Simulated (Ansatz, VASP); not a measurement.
# One calculation of Cd2S, two programs

The input INCAR:

```
SYSTEM = Cd2S
PREC = Accurate
ENCUT = 500
EDIFF = 1E-7
ISMEAR = 0
SIGMA = 0.01
LREAL = .False.
LASPH = .True.
NELM = 120
ALGO = Normal
ISIF = 3
LWAVE = .False.
LCHARG = .False.
GGA = PE
IBRION = 2
NSW = 100
EDIFFG = -0.01
GGA_COMPAT = .False.
NELMIN = 4
```

File KPOINTS:

```
regular mesh
0
Gamma
  10 10 6
  0 0 0
```

File POSCAR:

```
Cd2S
1.0
    3.5383781692     -1.9267217409      0.0000000000
    3.5383781692      1.9267217409      0.0000000000
   -0.5184019883      0.0000000000      5.8827500662
Cd S
2 1
Direct
    0.5121066311      0.5121066311      0.4639869051
    0.4066412156      0.4066412156      0.0137043500
    0.0812130001      0.0812130001      0.7723087450
```

Input for Ansatz:

```yaml
crystal:
  lattice:
    - [3.5383781692, -1.9267217409, 0.0]
    - [3.5383781692, 1.9267217409, 0.0]
    - [-0.5184019883, 0.0, 5.8827500662]
  atoms:
    - { symbol: Cd, position: [0.5121066311, 0.5121066311, 0.4639869051] }
    - { symbol: Cd, position: [0.4066412156, 0.4066412156, 0.01370435] }
    - { symbol: S, position: [0.0812130001, 0.0812130001, 0.772308745] }
basis:
  ecutwfc: 420
kpoints:
  mp_grid: { grid: [10, 10, 6] }
hamiltonian:
  xc: pbe
scf:
  occupations: { method: gaussian, width: 0.01 }
output:
  forces: true
  stress: true
  eigenvalues: true
relax:
  adjacent_minimum: "off"
  f_tol: 0.01
  max_steps: 80
  cell: { stress_tol: 0.05 }
```

Change from the starting cell: the structure that the rattled cell fell into.

Alike in both runs: task relaxation of cell and atoms; functional PBE; k mesh 10 × 10 × 6; occupations gaussian, width 0.01 eV; no spin polarisation.

|  | VASP | Ansatz |
| --- | --- | --- |
| version | VASP 6.6.1 | Ansatz 0.2.0 |
| potentials or method | VASP PAW PBE potentials, release 64 (Cd, S), cutoff 500 eV | scalar-relativistic, plane waves, PAW |
| valence electrons in the cell | 30 | 46 |

VASP gave:

- gap on the k mesh at the Fermi level, each at its own relaxed structure (eV): 0.22
- relaxed volume (Å³/atom): 26.89
- relaxed length of the cell vector where the two differ most in proportion (Å): 5.925

Problem. What did Ansatz give for the same quantities?

Solution. gap on the k mesh at the Fermi level, each at its own relaxed structure (eV): 0.26; relaxed volume (Å³/atom): 26.88; relaxed length of the cell vector where the two differ most in proportion (Å): 5.943.

VASP's potentials hold 30 valence electrons a cell and Ansatz's 46, so a difference there can come from the potentials and not from the codes.
